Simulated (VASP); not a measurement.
# Si2Mo (I4/mmm) in VASP: further runs, part 2 of 2

VASP 6.6.1. Earlier steps stand in the parts before.

### Step 5. Single point, r2SCAN (uniaxial strain along c: -3.0 %, then relaxed in part)

Input file POSCAR:

```
Si2Mo
1.0
    3.2192642412      0.0000000000      0.0000000000
    0.0000000000      3.2192642412      0.0000000000
    0.0000000000      0.0000000000      7.5841078465
Si Mo
4 2
Direct
    0.0000000000      0.0000000000      0.3349706759
    0.5000000000      0.5000000000      0.1650293241
    0.5000000000      0.5000000000      0.8349706759
    0.0000000000      0.0000000000      0.6650293241
    0.0000000000      0.0000000000      0.0000000000
    0.5000000000      0.5000000000      0.5000000000
```

Input file INCAR.step1:

```
SYSTEM = Si2Mo
ALGO     = Normal         ! electronic algorithm
EDIFF    = 1E-4           ! SCF threshold, eV
ENCUT    = 520            ! plane-wave cutoff, eV
GGA      = PE             ! functional
ISMEAR   = 0              ! smearing method
LASPH    = .True.         ! aspherical terms in the spheres
LCHARG   = .False.        ! write CHGCAR
LREAL    = .False.        ! projectors in reciprocal space
LWAVE    = .True.         ! write WAVECAR
NBANDS   = 31             ! bands
NELM     = 60             ! most SCF steps
PREC     = Accurate       ! precision mode
SIGMA    = 0.1            ! smearing width, eV
```

Input file INCAR.step2:

```
SYSTEM = Si2Mo
ALGO     = Normal         ! electronic algorithm
EDIFF    = 1E-6           ! SCF threshold, eV
ENCUT    = 520            ! plane-wave cutoff, eV
ISIF     = 2              ! what is computed and relaxed
ISMEAR   = 0              ! smearing method
ISTART   = 1            
LASPH    = .True.         ! aspherical terms in the spheres
LCHARG   = .False.        ! write CHGCAR
LMIXTAU  = .True.       
LREAL    = .False.        ! projectors in reciprocal space
LWAVE    = .False.        ! write WAVECAR
METAGGA  = R2SCAN         ! meta-GGA
NBANDS   = 31             ! bands
NELM     = 60             ! most SCF steps
PREC     = Accurate       ! precision mode
SIGMA    = 0.1            ! smearing width, eV
```

Input file KPOINTS:

```
k-points
0
Gamma
  12 12 6
  0 0 0
```

Launch:

```
$ cat potpaw_PBE.64/Si/POTCAR potpaw_PBE.64/Mo_sv/POTCAR > POTCAR
$ cp INCAR.step1 INCAR
$ mpirun -np 1 vasp_std > vasp.out
$ cp INCAR.step2 INCAR
$ mpirun -np 1 vasp_std > vasp.out
```

It took 6.2 min on 1 thread of Intel Xeon 6975P-C (Granite Rapids), shared host; peak memory 0.33 GiB.

Results (log left out):

| Item | Value |
| --- | --- |
| Free energy | -89.9057 eV |
| Pressure | 6.1 GPa |
| Largest force | 0.010 eV/Å |
| Band gap on the k mesh | zero (bands 22 and 23 overlap by 0.91 eV) |

Forces in eV/Å, atoms in the order of the input:
```
Si   0.000  0.000 -0.010
Si   0.000  0.000  0.010
Si   0.000  0.000 -0.010
Si   0.000  0.000  0.010
Mo   0.000  0.000  0.000
Mo   0.000  0.000  0.000
```

Stress tensor (GPa, compression positive):
```
 0.46  0.00  0.00
 0.00  0.46  0.00
 0.00  0.00 17.50
```

Levels at points of the mesh, in eV from the Fermi level:
| k point | band 19 | band 20 | band 21 | band 22 | band 23 | band 24 | band 25 | band 26 |
| --- | --- | --- | --- | --- | --- | --- | --- | --- |
| (0.00, 0.00, 0.00) | -0.70 | -0.70 | -0.46 | -0.46 | 0.31 | 0.50 | 3.45 | 3.53 |
| (0.50, 0.00, 0.00) | -2.05 | -2.05 | -0.83 | -0.83 | 2.19 | 2.19 | 3.72 | 3.72 |
| (0.50, 0.50, 0.00) | -2.95 | -2.95 | -1.31 | -1.31 | 2.64 | 2.64 | 3.23 | 3.23 |
| (0.00, 0.00, 0.50) | -1.84 | -1.84 | 0.40 | 0.40 | 1.84 | 1.84 | 1.84 | 1.84 |
| (0.50, 0.00, 0.50) | -2.54 | -2.54 | -0.56 | -0.56 | 2.58 | 2.58 | 3.20 | 3.20 |
| (0.50, 0.50, 0.50) | -2.06 | -2.06 | -2.06 | -2.06 | 0.86 | 0.86 | 2.64 | 2.64 |

Caveat: the cell differs from its parent crystal (uniaxial strain along c: -3.0 %, then relaxed in part); the cell stands under pressure; the PAW data sets were made with another functional, which shifts forces and pressure a little.

### Step 6. Single point, r2SCAN (uniaxial strain along c: -3.0 %)

Input file POSCAR:

```
Si2Mo
1.0
    3.2257625643      0.0000000000      0.0000000000
    0.0000000000      3.2257625643      0.0000000000
    0.0000000000      0.0000000000      7.5841078465
Si Mo
4 2
Direct
    0.0000000000      0.0000000000      0.3351326794
    0.5000000000      0.5000000000      0.1648673206
    0.5000000000      0.5000000000      0.8351326794
    0.0000000000      0.0000000000      0.6648673206
    0.0000000000      0.0000000000      0.0000000000
    0.5000000000      0.5000000000      0.5000000000
```

Input file INCAR.step1:

```
ALGO     = Normal         # electronic algorithm
EDIFF    = 1E-4           # SCF threshold, eV
ENCUT    = 520            # plane-wave cutoff, eV
GGA      = PE             # functional
ISMEAR   = 0              # smearing method
LASPH    = True           # aspherical terms in the spheres
LCHARG   = False          # write CHGCAR
LREAL    = False          # projectors in reciprocal space
LWAVE    = True           # write WAVECAR
NBANDS   = 31             # bands
NELM     = 80             # most SCF steps
PREC     = Accurate       # precision mode
SIGMA    = 0.1            # smearing width, eV
```

Input file INCAR.step2:

```
ALGO     = Normal         # electronic algorithm
EDIFF    = 1E-7           # SCF threshold, eV
ENCUT    = 520            # plane-wave cutoff, eV
ISIF     = 2              # what is computed and relaxed
ISMEAR   = 0              # smearing method
ISTART   = 1            
LASPH    = True           # aspherical terms in the spheres
LCHARG   = True           # write CHGCAR
LELF     = True           # ELF
LMIXTAU  = True         
LREAL    = False          # projectors in reciprocal space
LVHAR    = True         
LWAVE    = False          # write WAVECAR
METAGGA  = R2SCAN         # meta-GGA
NBANDS   = 31             # bands
NELM     = 80             # most SCF steps
PREC     = Accurate       # precision mode
SIGMA    = 0.1            # smearing width, eV
```

Input file KPOINTS:

```
k-points
0
Gamma
  12 12 6
```

Potentials or basis: VASP PAW PBE potentials, release 64 (Si, Mo_sv).

Launch:

```
$ cat potpaw_PBE.64/Si/POTCAR potpaw_PBE.64/Mo_sv/POTCAR > POTCAR
$ cp INCAR.step1 INCAR
$ mpirun -np 1 vasp_std > vasp.out
$ cp INCAR.step2 INCAR
$ mpirun -np 1 vasp_std > vasp.out
```

Wall time 5.8 min (1 thread of Intel Xeon 6975P-C (Granite Rapids), shared host); peak memory 0.33 GiB.

It converged, with:

| Property | Result |
| --- | --- |
| Free energy | -89.9054 eV |
| Pressure | 5.3 GPa |
| Largest force | 0.031 eV/Å |
| Band gap on the k mesh | zero (bands 22 and 23 overlap by 0.90 eV) |

Forces in eV/Å, atoms in the order of the input:
```
Si   0.000  0.000 -0.031
Si   0.000  0.000  0.031
Si   0.000  0.000 -0.031
Si   0.000  0.000  0.031
Mo   0.000  0.000  0.000
Mo   0.000  0.000  0.000
```

Stress tensor (GPa, compression positive):
```
-0.63  0.00  0.00
 0.00 -0.63  0.00
 0.00  0.00 17.04
```

Levels at points of the mesh, in eV from the Fermi level:
```
           k point  band 20  band 21  band 22  band 23  band 24  band 25
(0.00, 0.00, 0.00)    -0.70    -0.45    -0.45     0.30     0.49     3.48
(0.50, 0.00, 0.00)    -2.01    -0.82    -0.82     2.19     2.19     3.72
(0.50, 0.50, 0.00)    -2.92    -1.31    -1.31     2.62     2.62     3.22
(0.00, 0.00, 0.50)    -1.81     0.39     0.39     1.83     1.83     1.83
(0.50, 0.00, 0.50)    -2.51    -0.55    -0.55     2.56     2.56     3.20
(0.50, 0.50, 0.50)    -2.04    -2.04    -2.04     0.87     0.87     2.62
```

Caveat: the cell differs from its parent crystal (uniaxial strain along c: -3.0 %); the cell stands under pressure; the PAW data sets were made with another functional, which shifts forces and pressure a little.

### Step 7. The runs side by side

| cell | k mesh | gap on the mesh (eV) | pressure (GPa) | largest force (eV/Å) |
| --- | --- | --- | --- | --- |
| a = 4.558 Å, angles 138.4, 138.4, 60.3°, 3 atoms, atomic positions A | 18 × 18 × 18 | none | -5.7 | - |
| a = 4.518 Å, angles 138.5, 138.5, 60.2°, 3 atoms, atomic positions A | 18 × 18 × 18 | none | 0.4 | 0.01 |
| a = 4.530 Å, angles 138.5, 138.5, 60.2°, 3 atoms, atomic positions A | 18 × 18 × 18 | none | -1.6 | 0.01 |
| a = 3.219, b = 3.219, c = 7.584 Å, 6 atoms, atomic positions B | 12 × 12 × 6 | none | 6.1 | 0.01 |
| a = 3.226, b = 3.226, c = 7.584 Å, 6 atoms, atomic positions B | 12 × 12 × 6 | none | 5.3 | 0.03 |

Alike in all rows: task single point; level r2SCAN; potentials or basis VASP PAW PBE potentials, release 64 (Si, Mo_sv); no spin polarisation; cutoff (eV) 520; smearing gaussian 0.1 eV.

Caveats: the PAW data sets were made with another functional, which shifts forces and pressure a little; the cell stands under pressure (at least some runs); the cell stands under tension (at least some runs).

Total energies depend on the potentials used, so only differences within one code and one set of settings carry meaning.
